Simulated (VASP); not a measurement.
TiSi2:

```
CELL_PARAMETERS angstrom
0.00000 4.11752 4.26290
2.38951 0.00000 4.26290
2.38951 4.11752 0.00000
ATOMIC_POSITIONS crystal
Ti 0.75000 0.75000 0.75000
Ti 0.50000 0.50000 0.50000
Si 0.41257 0.08743 0.41257
Si 0.08743 0.41257 0.08743
Si 0.16257 0.83743 0.16257
Si 0.83743 0.16257 0.83743
```

Base run:

| Item | Value |
| --- | --- |
| Program | VASP 6.6.1 |
| Functional | PBEsol |
| Potentials or basis | VASP PAW PBE potentials, release 64 (Ti_sv, Si) |
| Cutoff | 520 eV |
| k mesh | 6 × 6 × 6 |
| Occupations | fermi-dirac, width 0.05 eV |
| Spin | no spin polarisation |

Its results: band gap on the k mesh zero (band 20 reaches 10.69 eV, above the bottom of band 21 at 8.97 eV); pressure -1.8 GPa; largest force 0.099 eV/Å.

Task: The run is repeated on the same cell with these changes: functional from PBEsol to PBE. What comes out?

Result: Band gap on the k mesh zero (band 20 reaches 10.78 eV, above the bottom of band 21 at 9.07 eV); pressure 2.0 GPa; largest force 0.071 eV/Å.

PBE binds less tightly than PBEsol, so the same cell stands under more pressure.

Caveats: the PAW data sets were made with another functional, which shifts forces and pressure a little (some runs).
